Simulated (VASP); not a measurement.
Write the native input for VASP 6.6.1 that does the following.

```yaml
Task: relaxation of cell and atoms
Functional: PBE
Potentials_or_basis: VASP PAW PBE potentials, release 64 (Ti_sv, Ga_d, S)
Cutoff: 600 eV
k_mesh: 5 × 5 × 2
Occupations: gaussian, width 0.2 eV
Spin: collinear spin
Starting_moments: "[1.0, 1.0, 0.0, 0.0, 0.0, 0.0] μB"
Dipole_correction: no
Further_INCAR_settings: ALGO = Normal; EDIFF = 1e-07; IBRION = 2; EDIFFG = -0.08; NSW = 36; ISIF = 3
```

The structure of Ti2GaS3 lies in POSCAR:

```
Ti2GaS3
1.0
    3.4500000000      0.0000000000      0.0000000000
   -1.7250000000      2.9877876400      0.0000000000
    0.0000000000      0.0000000000     10.9000000000
Ti Ga S
2 1 3
Direct
    0.6666666700      0.3333333300      0.6350000000
    0.6666666700      0.3333333300      0.3650000000
    0.0000000000      0.0000000000      0.0000000000
    0.0000000000      0.0000000000      0.5000000000
    0.3333333300      0.6666666700      0.2300000000
    0.3333333300      0.6666666700      0.7700000000
```

One way to write it, as run:

INCAR

```
SYSTEM = Ti2GaS3
ALGO = Normal
EDIFF = 1E-7
EDIFFG = -0.08
ENCUT = 600
GGA = PE
IBRION = 2
ISIF = 3
ISMEAR = 0
ISPIN = 2
LASPH = .TRUE.
LCHARG = .FALSE.
LMAXMIX = 4
LORBIT = 11
LREAL = .FALSE.
LWAVE = .FALSE.
MAGMOM = 1 1 0 0 0 0
NELM = 150
NSW = 36
PREC = Accurate
SIGMA = 0.2
```

KPOINTS

```
k-points
0
G
  5 5 2
  0 0 0
```

Potentials or basis: VASP PAW PBE potentials, release 64 (Ti_sv, Ga_d, S).

Command:

```bash
$ cat potpaw_PBE.64/Ti_sv/POTCAR potpaw_PBE.64/Ga_d/POTCAR potpaw_PBE.64/S/POTCAR > POTCAR
$ mpirun -np 1 vasp_std > vasp.out
```

Results of the run:

| Property | Result |
| --- | --- |
| Relaxed volume | 17.50 Å³/atom |
| Relaxed cell | a = 3.366 Å, b = 3.366 Å, c = 10.699 Å, α = 90.00°, β = 90.00°, γ = 120.00° |
| Space group after relaxing (to 0.1 Å) | P-6m2 (No. 187) |
| Energy gained by relaxing | 23.8 meV/atom |
| Ionic steps | 17 |
| Pressure after relaxing | 0.2 GPa |
| Largest force after relaxing | 0.069 eV/Å |
| Net moment | 0.00 μB per cell |
| Valence electrons inside the program's atomic spheres | Ti 10.26; Ga 11.38; S 3.77, 3.74 (each value once) |

Caveat: the k points lie up to 0.43 Å⁻¹ apart in the final cell; the relaxation stopped at a loose force limit of 0.08 eV/Å, so its end isn't a converged minimum.

Wall time 13 min on 1 thread of Intel(R) Xeon(R) 6975P-C (Granite Rapids), on a shared host, peak memory 0.37 GiB.
